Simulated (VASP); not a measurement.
Write the native input for VASP 6.6.1 that does the following.

| Property | Result |
| --- | --- |
| Task | single point |
| Functional | r2SCAN |
| Potentials or basis | VASP PAW PBE potentials, release 64 (Rb_sv, Br) |
| Cutoff | 520 eV |
| k mesh | 4 × 4 × 4 |
| Occupations | gaussian, width 0.01 eV |
| Spin | no spin polarisation |
| Dipole correction | no |
| Further INCAR settings | ALGO = Normal; EDIFF = 1e-06; NBANDS = 15 |

RbBr:

```
Rb Br
1.0
     4.12425    0.00000    0.00000
     0.00000    4.12425    0.00000
     0.00000    0.00000    4.12425
Rb Br
1 1
Direct
  0.00000 0.00000 0.00000
  0.50000 0.50000 0.50000
```

The input as run:

POSCAR

```
RbBr
1.0
    4.1242529966      0.0000000000      0.0000000000
    0.0000000000      4.1242529966      0.0000000000
    0.0000000000      0.0000000000      4.1242529966
Rb Br
1 1
Direct
    0.0000000000      0.0000000000      0.0000000000
    0.5000000000      0.5000000000      0.5000000000
```

INCAR.step1

```
SYSTEM = RbBr
PREC = Accurate
ENCUT = 520
ISMEAR = 0
SIGMA = 0.01
LREAL = .FALSE.
LASPH = .TRUE.
NELM = 80
NBANDS = 15
GGA = PE
ALGO = Normal
EDIFF = 1E-4
LWAVE = .TRUE.
LCHARG = .FALSE.
```

INCAR.step2

```
SYSTEM = RbBr
PREC = Accurate
ENCUT = 520
EDIFF = 1E-6
ISMEAR = 0
SIGMA = 0.01
LREAL = .FALSE.
LASPH = .TRUE.
NELM = 80
ALGO = Normal
ISIF = 2
LWAVE = .FALSE.
LCHARG = .FALSE.
METAGGA = R2SCAN
LMIXTAU = .TRUE.
NBANDS = 15
ISTART = 1
```

KPOINTS

```
regular mesh
0
G
  4 4 4
  0 0 0
```

Potentials or basis: VASP PAW PBE potentials, release 64 (Rb_sv, Br).

The run is started by

```bash
$ cat potpaw_PBE.64/Rb_sv/POTCAR potpaw_PBE.64/Br/POTCAR > POTCAR
$ cp INCAR.step1 INCAR
$ mpirun -np 1 vasp_std > vasp.out
$ cp INCAR.step2 INCAR
$ mpirun -np 1 vasp_std > vasp.out
```

Results of the run:

```json
{
 "Pressure": "0.1 GPa",
 "Band gap on the k mesh": "4.84 eV (least direct gap 4.99 eV)"
}
```

Caveat: the PAW data sets were made with another functional, which shifts forces and pressure a little.

Wall time 51 s on 1 thread of Intel Xeon 8259CL (shared host), peak memory 0.19 GiB.
